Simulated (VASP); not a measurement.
Write the native input for VASP 6.6.1 that does the following.

```yaml
Task: single point
Functional: PBEsol
Potentials_or_basis: VASP PAW PBE potentials, release 64 (In_d, Sb)
Cutoff: 500 eV
k_mesh: 14 × 14 × 8
Occupations: gaussian, width 0.15 eV
Spin: no spin polarisation
Dipole_correction: no
Further_INCAR_settings: ALGO = Normal; EDIFF = 1e-06; NBANDS = 16
```

The structure of InSb lies in POSCAR:

```
InSb
1.0
    3.1576362431      0.0000000000      0.0000000000
    0.0000000000      3.0361886953      0.0000000000
    0.0000000000      0.0000000000      6.0963559048
In Sb
1 1
Direct
    0.0000000000      0.0000000000      0.0000000000
    0.0000000000      0.0000000000      0.5000000000
```

This cell differs from its parent crystal: normal strain along x +0.0400, normal strain along z +0.0000.

The input as run:

INCAR

```
SYSTEM = InSb
PREC     = Accurate       ! precision mode
ENCUT    = 500            ! plane-wave cutoff, eV
EDIFF    = 1E-6           ! SCF threshold, eV
ISMEAR   = 0              ! smearing method
SIGMA    = 0.15           ! smearing width, eV
LREAL    = .False.        ! projectors in reciprocal space
LASPH    = .True.         ! aspherical terms in the spheres
NELM     = 120            ! most SCF steps
ALGO     = Normal         ! electronic algorithm
ISIF     = 2              ! what is computed and relaxed
LWAVE    = .False.        ! write WAVECAR
LCHARG   = .True.         ! write CHGCAR
GGA      = PS             ! functional
LELF     = .True.         ! ELF
LVHAR    = .True.       
NBANDS   = 16             ! bands
GGA_COMPAT= .False.
```

KPOINTS

```
Automatic mesh
0
Gamma
  14 14 8
  0 0 0
```

Potentials or basis: VASP PAW PBE potentials, release 64 (In_d, Sb).

Launch:

```console
$ cat potpaw_PBE.64/In_d/POTCAR potpaw_PBE.64/Sb/POTCAR > POTCAR
$ mpirun -np 1 vasp_std > vasp.out
```

It gave:

```json
{
 "Pressure": "-1.8 GPa",
 "Band gap on the k mesh": "zero (bands 9 and 10 overlap by 5.20 eV)"
}
```

Caveat: the cell differs from its parent crystal (normal strain along x +0.0400, normal strain along z +0.0000); the PAW data sets were made with another functional, which shifts forces and pressure a little; spin-orbit coupling is left out, which moves the levels of the heavy elements.

Run time: 4.6 min on 1 thread of Intel Xeon 8259CL (shared host), peak memory 0.41 GiB.
